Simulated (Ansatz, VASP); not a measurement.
# One calculation of RbCl, two programs

Contents of INCAR:

```
SYSTEM = RbCl
PREC     = Accurate       ! precision mode
ENCUT    = 500            ! plane-wave cutoff, eV
EDIFF    = 1E-6           ! SCF threshold, eV
ISMEAR   = -1             ! smearing method
SIGMA    = 0.17           ! smearing width, eV
LREAL    = .False.        ! projectors in reciprocal space
LASPH    = .True.         ! aspherical terms in the spheres
NELM     = 120            ! most SCF steps
ALGO     = Normal         ! electronic algorithm
ISIF     = 2              ! what is computed and relaxed
LWAVE    = .False.        ! write WAVECAR
LCHARG   = .True.         ! write CHGCAR
GGA      = PE             ! functional
LELF     = .True.         ! ELF
LVHAR    = .True.       
NBANDS   = 15             ! bands
GGA_COMPAT= .False.
```

File KPOINTS:

```
Automatic mesh
0
Gamma
  1 1 1
  0 0 0
```

The input POSCAR:

```
RbCl
1.0
    0.0000000000      3.3087073290      3.3087073290
    3.3087073290      0.0000000000      3.3087073290
    3.3087073290      3.3087073290      0.0000000000
Rb Cl
1 1
Direct
    0.0000000000      0.0000000000      0.0000000000
    0.5000000000      0.5000000000      0.5000000000
```

Input for Ansatz:

```yaml
crystal:
  lattice:
    - [0.0, 3.308707329, 3.308707329]
    - [3.308707329, 0.0, 3.308707329]
    - [3.308707329, 3.308707329, 0.0]
  atoms:
    - { symbol: Rb, position: [0.0, 0.0, 0.0] }
    - { symbol: Cl, position: [0.5, 0.5, 0.5] }
basis:
  ecutwfc: 420
kpoints:
  mp_grid: { grid: [1, 1, 1] }
hamiltonian:
  xc: pbe
scf:
  occupations: { method: fermi_dirac, width: 0.17 }
output:
  forces: true
  stress: true
  eigenvalues: true
```

Alike in both runs: task single point; functional PBE; k mesh 1 × 1 × 1; occupations fermi-dirac, width 0.17 eV; no spin polarisation.

```csv
,VASP,Ansatz
version,VASP 6.6.1,Ansatz 0.2.0
potentials or method,"VASP PAW PBE potentials, release 64 (Rb_sv, Cl), cutoff 500 eV","scalar-relativistic, plane waves, PAW"
valence electrons in the cell,16,16
```

|  | VASP | Ansatz | Ansatz less VASP |
| --- | --- | --- | --- |
| gap on the k mesh at the Fermi level (eV) | 4.11 | 4.12 | +0.009 |
| least direct gap on the mesh (eV) | 4.11 | 4.12 | +0.009 |
| pressure (GPa) | 10.1 | 10.1 | -0.09 |

With one functional, cell and mesh, what is left measures potentials, basis and numerics.

The k mesh is coarse, so the values compare programs but aren't converged.
